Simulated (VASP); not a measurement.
# Ru (P6_3/mmc) in VASP: further runs

Ru is run at these levels: PBEsol; tasks: single point.

Program: VASP 6.6.1. These are calculated values, not measurements. Logs are shortened: lines on timing, memory, paths and dates and some standing lists are left out, and cuts for length are marked.

### 1 The cell of the first run

Symmetry: P6_3/mmc, No. 194, hexagonal system. Conventional cell: a = 2.675 Å, b = 2.675 Å, c = 4.298 Å, α = 90.00°, β = 90.00°, γ = 120.00°. Within 3.5 Å of Ru (site symmetry -6m2) lie 12 Ru at 2.65 to 2.68 Å.

### 2 Single point, PBEsol (volume 13.321 Å^3 an atom, c/a of the conventional cell 1.6066)

INCAR reads:

```
SYSTEM = Ru
ALGO = Fast
EDIFF = 1E-6
ENCUT = 520
GGA = PS
ISIF = 2
ISMEAR = 0
LASPH = .TRUE.
LCHARG = .FALSE.
LREAL = .FALSE.
LWAVE = .FALSE.
NBANDS = 21
NELM = 80
PREC = Accurate
SIGMA = 0.15
```

KPOINTS reads:

```
k-points
0
G
  21 21 12
  0 0 0
```

POSCAR reads:

```
Ru
1.0
    2.6753196739      0.0000000000      0.0000000000
   -1.3376598369      2.3168948008      0.0000000000
    0.0000000000      0.0000000000      4.2981685880
Ru
2
Direct
    0.3333333333      0.6666666667      0.2500000000
    0.6666666667      0.3333333333      0.7500000000
```

Potentials or basis: VASP PAW PBE potentials, release 64 (Ru_pv).

Run with:

```sh
$ cat potpaw_PBE.64/Ru_pv/POTCAR > POTCAR
$ mpirun -np 1 vasp_std > vasp.out
```

OUTCAR:

```text
SYSTEM = Ru
   EDIFF = 1E-6
   ENCUT = 520
   GGA = PS
   ISIF = 2
   ISMEAR = 0
   LASPH = .TRUE.
   LREAL = .FALSE.
   NELM = 80
   PREC = Accurate

 ion  position               nearest neighbor table
   1  0.333  0.667  0.250-   2 2.65   2 2.65   2 2.65   2 2.65   2 2.65   2 2.65
   2  0.667  0.333  0.750-   1 2.65   1 2.65   1 2.65   1 2.65   1 2.65   1 2.65

  LATTYP: Found a hexagonal cell.
 ALAT       =     2.6753196739
 C/A-ratio  =     1.6066000000

  Lattice vectors:

 A1 = (   2.6753196739,   0.0000000000,   0.0000000000)
 A2 = (  -1.3376598369,   2.3168948008,   0.0000000000)
 A3 = (   0.0000000000,   0.0000000000,   4.2981685880)

Analysis of symmetry for initial positions (statically):
=====================================================================
 Subroutine PRICEL returns:
 Original cell was already a primitive cell.

 Routine SETGRP: Setting up the symmetry group for a
 hexagonal supercell.

 Subroutine GETGRP returns: Found 24 space group operations
 (whereof 12 operations were pure point group operations)
 out of a pool of 24 trial point group operations.

The static configuration has the point symmetry D_3d.
 The point group associated with its full space group is D_6h.

Analysis of symmetry for dynamics (positions and initial velocities):
=====================================================================
 Subroutine PRICEL returns:
 Original cell was already a primitive cell.

 Routine SETGRP: Setting up the symmetry group for a
 hexagonal supercell.

 Subroutine GETGRP returns: Found 24 space group operations
 (whereof 12 operations were pure point group operations)
 out of a pool of 24 trial point group operations.

The dynamic configuration has the point symmetry D_3d.
 The point group associated with its full space group is D_6h.

 Subroutine INISYM returns: Found 24 space group operations
 (whereof 12 operations are pure point group operations),
 and found     1 'primitive' translations

----------------------------------------------------------------------------------------

                                     Primitive cell

  volume of cell :      26.6419

  direct lattice vectors                    reciprocal lattice vectors
     2.675319674  0.000000000  0.000000000     0.373787107  0.215806087  0.000000000
    -1.337659837  2.316894801  0.000000000     0.000000000  0.431612173  0.000000000
     0.000000000  0.000000000  4.298168588     0.000000000  0.000000000  0.232657231

  length of vectors
     2.675319674  2.675319674  4.298168588     0.431612173  0.431612173  0.232657231

  position of ions in fractional coordinates (direct lattice)
     0.333333333  0.666666667  0.250000000
     0.666666667  0.333333333  0.750000000

  ion indices of the primitive-cell ions
   primitive index   ion index
                 1           1
                 2           2

----------------------------------------------------------------------------------------

 KPOINTS: k-points

Automatic generation of k-mesh.
 Grid dimensions read from file:
 generate k-points for:   21   21   12

 Generating k-lattice:

  Cartesian coordinates                     Fractional coordinates (reciprocal lattice)
     0.017799386  0.010276480  0.000000000     0.047619048 -0.000000000  0.000000000
     0.000000000  0.020552961  0.000000000     0.000000000  0.047619048  0.000000000
     0.000000000  0.000000000  0.019388103     0.000000000  0.000000000  0.083333333

  Length of vectors
     0.020552961  0.020552961  0.019388103

  Shift w.r.t. Gamma in fractional coordinates (k-lattice)
     0.000000000  0.000000000  0.000000000

 Subroutine IBZKPT returns following result:
 ===========================================

 Found    336 irreducible k-points:

 Following reciprocal coordinates:
            Coordinates               Weight
  0.000000  0.000000  0.000000      1.000000
  0.047619  0.000000  0.000000      6.000000
  0.095238  0.000000  0.000000      6.000000
  0.142857  0.000000  0.000000      6.000000
  0.190476  0.000000  0.000000      6.000000
  0.238095 -0.000000  0.000000      6.000000
[... 16 lines left out ...]
  0.142857  0.095238  0.000000     12.000000
  0.190476  0.095238  0.000000     12.000000
 [... further k-points ...]
   k-points           NKPTS =    336   k-points in BZ     NKDIM =    336   number of bands    NBANDS=     21
   number of dos      NEDOS =    301   number of ions     NIONS =      2
   total plane-waves  NPLWV =  12800
   dimension x,y,z NGX =    20 NGY =   20 NGZ =   32
   dimension x,y,z NGXF=    40 NGYF=   40 NGZF=   64
   ions per type =               2
   NGX,Y,Z   is equivalent  to a cutoff of  12.43, 12.43, 12.38 a.u.
   NGXF,Y,Z  is equivalent  to a cutoff of  24.86, 24.86, 24.75 a.u.
 SYSTEM =  Ru
   PREC   = accura    normal or accurate (medium, high low for compatibility)
   ISTART =      0    job   : 0-new  1-cont  2-samecut
   ICHARG =      2    charge: 1-file 2-atom 10-const
   ISPIN  =      1    spin polarized calculation?
   LNONCOLLINEAR =      F non collinear calculations
   LSORBIT =      F    spin-orbit coupling
   LASPH  =      T    aspherical Exc in radial PAW
   ENCUT  =  520.0 eV  38.22 Ry    6.18 a.u.   4.97  4.97  7.99*2*pi/ulx,y,z
   NELM   =     80;   NELMIN=  2; NELMDL= -5     # of ELM steps
   EDIFF  = 0.1E-05   stopping-criterion for ELM
   LREAL  =      F    real-space projection
   EDIFFG = 0.1E-04   stopping-criterion for IOM
   NSW    =      0    number of steps for IOM
   IBRION =     -1    ionic relax: 0-MD 1-quasi-New 2-CG
   NFREE  =      0    steps in history (QN), initial steepest desc. (CG)
   ISIF   =      2    stress and relaxation
   ISYM   =      2    0-nonsym 1-usesym 2-fastsym
   POTIM  = 0.5000    time-step for ionic-motion
   TEBEG  =    0.0;   TEEND  =   0.0 temperature during run
   PSTRESS=    0.0 pullay stress
   NELECT =      28.0000    total number of electrons
   NUPDOWN=      -1.0000    fix difference up-down
   EMIN   =  10.00;   EMAX   =-10.00  energy-range for DOS
   EFERMI =   0.00;   METHOD = LEGACY
   ISMEAR =     0;   SIGMA  =   0.15  broadening in eV -4-tet -1-fermi 0-gaus
   EFERMI_NEDOS =   21; number of points for ismear=-14 and -15
   IALGO  =     68    algorithm
   IMIX   =      4    mixing-type and parameters
     AMIX     =   0.40;   BMIX     =  1.00
     AMIX_MAG =   1.60;   BMIX_MAG =  1.00
  volume/ion in A,a.u.               =      13.32        89.89
  Fermi-wavevector in a.u.,A,eV,Ry     =   1.664456  3.145366 37.693775  2.770414
  Thomas-Fermi vector in A             =   2.750997
   LORBIT       =      0    0 simple, 1 ext, 2 COOP (PROOUT), +10 PAW based schemes
   GGA     = PS    functional components
   LHFCALC =     F    Hartree Fock is set to
   AEXX    =    0.0000 exact exchange contribution
   IVDW    =     0    specifies the selected vdW correction
   LEPSILON=     F    determine dielectric tensor
   LRPA    =     F    only Hartree local field effects (RPA)
 non-spin polarized calculation
 RMM-DIIS sequential band-by-band and
 Gauss-broadening in eV      SIGMA  =   0.15
  energy-cutoff  :      520.00
  volume of cell :       26.64
 maximum number of plane-waves:       744
 NGX is ok and might be reduce to    20
   NGX =  9   NGY =  9   NGZ = 15

 number of electron      28.0000002 magnetization

 Free energy of the ion-electron system (eV)
  ---------------------------------------------------
  ext. energy  EPLUGINS =         0.00000000
  ---------------------------------------------------
  free energy    TOTEN  =       -20.34200535 eV

  energy without entropy =      -20.32318963  energy(sigma->0) =      -20.33259749

 E-fermi :  13.0610     XC(G=0): -14.3996

 val. band max:       13.0595731373   @ k =   0.3810   0.0476   0.3333
 cond. band min:      13.0654810016   @ k =   0.2381   0.0476   0.2500
 fundamental gap:      0.0059078643
 Fermi energy:        13.0610163181

 k-point     1 :       0.0000    0.0000    0.0000
  band No.  band energies     occupation
      1     -30.6028      2.00000
      2     -29.6043      2.00000
      3     -29.6043      2.00000
      4     -29.4369      2.00000
      5     -29.4369      2.00000
      6     -29.4173      2.00000
[... 13 lines left out ...]
     20      23.3083      0.00000
     21      23.4417      0.00000

 k-point     2 :       0.0476    0.0000    0.0000
  band No.  band energies     occupation
      1     -30.5945      2.00000
      2     -29.6231      2.00000
      3     -29.6105      2.00000
      4     -29.4565      2.00000
      5     -29.4396      2.00000
      6     -29.4208      2.00000
[... 13 lines left out ...]
     20      23.3081      0.00000
     21      23.4337      0.00000

 k-point     3 :       0.0952    0.0000    0.0000
  band No.  band energies     occupation
      1     -30.5700      2.00000
      2     -29.6778      2.00000
      3     -29.6282      2.00000
      4     -29.5130      2.00000
      5     -29.4476      2.00000
      6     -29.4313      2.00000
[... 13 lines left out ...]
     20      23.3081      0.00000
     21      23.4108      0.00000

 k-point     4 :       0.1429    0.0000    0.0000
  band No.  band energies     occupation
      1     -30.5305      2.00000
      2     -29.7636      2.00000
      3     -29.6554      2.00000
      4     -29.6004      2.00000
      5     -29.4607      2.00000
      6     -29.4488      2.00000
[... 13 lines left out ...]
     20      23.3081      0.00000
     21      23.3806      0.00000

 k-point     5 :       0.1905    0.0000    0.0000
  band No.  band energies     occupation
      1     -30.4776      2.00000
      2     -29.8726      2.00000
      3     -29.7095      2.00000
      4     -29.6892      2.00000
      5     -29.4779      2.00000
      6     -29.4735      2.00000
[... 13 lines left out ...]
     20      23.3080      0.00000
     21      23.3551      0.00000

 k-point     6 :       0.2381   -0.0000    0.0000
  band No.  band energies     occupation
      1     -30.4141      2.00000
      2     -29.9952      2.00000
      3     -29.8295      2.00000
      4     -29.7263      2.00000
      5     -29.5054      2.00000
      6     -29.4981      2.00000
[... 13 lines left out ...]
     20      23.3078      0.00000
     21      23.3388      0.00000

 k-point     7 :       0.2857   -0.0000    0.0000
  band No.  band energies     occupation
      1     -30.3430      2.00000
      2     -30.1204      2.00000
      3     -29.9496      2.00000
      4     -29.7635      2.00000
      5     -29.5439      2.00000
      6     -29.5192      2.00000
[... 13 lines left out ...]
     20      23.3267      0.00000
     21      26.4082      0.00000
[... 291 lines left out ...]
      1     -30.4216      2.00000
      2     -30.2305      2.00000
      3     -30.1077      2.00000
      4     -29.8624      2.00000
      5     -29.6973      2.00000
      6     -29.5856      2.00000
[... 13 lines left out ...]
     20      24.8221      0.00000
     21      26.2380      0.00000

 k-point    21 :       0.4762    0.0476    0.0000
  band No.  band energies     occupation
      1     -30.4398      2.00000
      2     -30.2466      2.00000
      3     -30.0875      2.00000
      4     -29.8681      2.00000
      5     -29.7126      2.00000
      6     -29.5891      2.00000
[... 13 lines left out ...]
     20      25.0941      0.00000
     21      26.0199      0.00000

 k-point    22 :       0.0952    0.0952    0.0000
  band No.  band energies     occupation
      1     -30.5074      2.00000
      2     -29.7954      2.00000
      3     -29.7182      2.00000
      4     -29.6064      2.00000
      5     -29.4801      2.00000
      6     -29.4594      2.00000
[... 13 lines left out ...]
     20      23.3081      0.00000
     21      23.3690      0.00000

 k-point    23 :       0.1429    0.0952    0.0000
  band No.  band energies     occupation
      1     -30.4557      2.00000
      2     -29.8878      2.00000
      3     -29.8056      2.00000
      4     -29.6578      2.00000
      5     -29.5056      2.00000
      6     -29.4843      2.00000
[... 13 lines left out ...]
     20      23.3079      0.00000
     21      23.3510      0.00000

 k-point    24 :       0.1905    0.0952    0.0000
  band No.  band energies     occupation
      1     -30.3934      2.00000
      2     -29.9984      2.00000
      3     -29.8999      2.00000
      4     -29.7125      2.00000
      5     -29.5321      2.00000
      6     -29.5162      2.00000
[... 13 lines left out ...]
     20      23.3078      0.00000
     21      23.3395      0.00000

 [... further k-points ...]

------------------------ aborting loop because EDIFF is reached ----------------------------------------

  FORCE on cell =-STRESS in cart. coord.  units (eV):
  Direction    XX          YY          ZZ          XY          YZ          ZX
  --------------------------------------------------------------------------------------
  -------------------------------------------------------------------------------------
  Total        0.4530878      0.4530878     -0.9779788      0.0000000     -0.0000000      0.0000000
  in kB       27.2475522     27.2475522    -58.8131666      0.0000000     -0.0000000      0.0000000
  external PRESSURE =      -1.4393540 kB  Pullay stress =       0.0000000 kB

 VOLUME and BASIS-vectors are now :
 -----------------------------------------------------------------------------
  energy-cutoff  :      520.00
  volume of cell :       26.64
      direct lattice vectors                 reciprocal lattice vectors
     2.675319674  0.000000000  0.000000000     0.373787107  0.215806087  0.000000000
    -1.337659837  2.316894801  0.000000000     0.000000000  0.431612173  0.000000000
     0.000000000  0.000000000  4.298168588     0.000000000  0.000000000  0.232657231

 POSITION                                       TOTAL-FORCE (eV/Angst)
 -----------------------------------------------------------------------------------
     -0.00000      1.54460      1.07454        -0.000000     -0.000000      0.000000
      1.33766      0.77230      3.22363         0.000000      0.000000      0.000000
 -----------------------------------------------------------------------------------
    total drift:                                0.000000     -0.000000      0.000000

  FREE ENERGIE OF THE ION-ELECTRON SYSTEM (eV)
  ---------------------------------------------------
  free  energy   TOTEN  =       -20.3420053451 eV

  energy  without entropy=      -20.3231896324  energy(sigma->0) =      -20.33259749
```

It took 2.3 min on 1 thread of AMD EPYC 7R13 (Zen 3), shared host; peak memory 0.21 GiB.

What came out:

* Free energy: -20.3420 eV
* Pressure: -0.1 GPa
* Band gap on the k mesh: zero (band 14 reaches 14.70 eV, above the bottom of band 15 at 11.51 eV)

Stress tensor (GPa, compression positive):
```
 2.72  0.00  0.00
 0.00  2.72  0.00
 0.00  0.00 -5.88
```

Caveat: the PAW data sets were made with another functional, which shifts forces and pressure a little.

(Continued in part 2 of 2.)
